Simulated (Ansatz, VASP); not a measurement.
**GaAs in VASP and in Ansatz**

INCAR

```
SYSTEM = GaAs
  PREC = Accurate
  ENCUT = 520
  EDIFF = 1E-6
  ISMEAR = 0
  SIGMA = 0.05
  LREAL = .FALSE.
  LASPH = .TRUE.
  NELM = 80
  ALGO = Normal
  ISIF = 2
  LWAVE = .FALSE.
  LCHARG = .TRUE.
  LDIPOL = .TRUE.
  IDIPOL = 3
  DIPOL = 0.5 0.5 0.500
  GGA = PE
  LELF = .TRUE.
  LVHAR = .TRUE.
  LVACPOTAV = .TRUE.
  NBANDS = 66
```

Contents of KPOINTS:

```
Automatic mesh
0
G
  9 6 1
  0 0 0
```

The input POSCAR:

```
GaAs
1.0
    4.0626003765      0.0000000000      0.0000000000
    0.0000000000      5.7453845509      0.0000000000
    0.0000000000      0.0000000000     25.1565009412
Ga As
6 6
Direct
    0.5000000000      0.5000000000      0.2981336720
    0.0000000000      0.0000000000      0.3788802032
    0.5000000000      0.5000000000      0.4596267344
    0.0000000000      0.0000000000      0.5403732656
    0.5000000000      0.5000000000      0.6211197968
    0.0000000000      0.0000000000      0.7018663280
    0.0000000000      0.2500000000      0.2981336720
    0.5000000000      0.7500000000      0.3788802032
    0.0000000000      0.2500000000      0.4596267344
    0.5000000000      0.7500000000      0.5403732656
    0.0000000000      0.2500000000      0.6211197968
    0.5000000000      0.7500000000      0.7018663280
```

Input for Ansatz:

```yaml
crystal:
  lattice:
    - [4.0626003765, 0.0, 0.0]
    - [0.0, 5.7453845509, 0.0]
    - [0.0, 0.0, 25.1565009412]
  atoms:
    - { symbol: Ga, position: [0.5, 0.5, 0.298133672] }
    - { symbol: As, position: [0.0, 0.25, 0.298133672] }
    - { symbol: Ga, position: [0.0, 0.0, 0.3788802032] }
    - { symbol: As, position: [0.5, 0.75, 0.3788802032] }
    - { symbol: Ga, position: [0.5, 0.5, 0.4596267344] }
    - { symbol: As, position: [0.0, 0.25, 0.4596267344] }
    - { symbol: Ga, position: [0.0, 0.0, 0.5403732656] }
    - { symbol: As, position: [0.5, 0.75, 0.5403732656] }
    - { symbol: Ga, position: [0.5, 0.5, 0.6211197968] }
    - { symbol: As, position: [0.0, 0.25, 0.6211197968] }
    - { symbol: Ga, position: [0.0, 0.0, 0.701866328] }
    - { symbol: As, position: [0.5, 0.75, 0.701866328] }
basis:
  ecutwfc: 420
kpoints:
  mp_grid: { grid: [9, 6, 1] }
hamiltonian:
  xc: pbe
scf:
  occupations: { method: gaussian, width: 0.05 }
output:
  forces: true
  stress: true
  eigenvalues: true
efield:
  axis: 3
  dipole_correction: true
  ramp_width: 0.04
```

Alike in both runs: task single point; functional PBE; k mesh 9 × 6 × 1; occupations gaussian, width 0.05 eV; no spin polarisation.

```csv
,VASP,Ansatz
version,VASP 6.6.1,Ansatz 0.2.0
potentials or method,"VASP PAW PBE potentials, release 64 (Ga_d, As), cutoff 520 eV","scalar-relativistic, plane waves, PAW"
valence electrons in the cell,108,168
```

|  | VASP | Ansatz | Ansatz less VASP |
| --- | --- | --- | --- |
| gap on the k mesh at the Fermi level (eV) | 0.41 | 0.41 | +0.002 |
| least direct gap on the mesh (eV) | 0.41 | 0.41 | +0.002 |
| rms of the force components (eV/Å) | 0.511 | 0.513 | +0.0024 |

The functional is the same, so the differences come from potentials, cutoffs and numerics. VASP's potentials hold 108 valence electrons a cell and Ansatz's 168, so a difference there can come from the potentials and not from the codes.
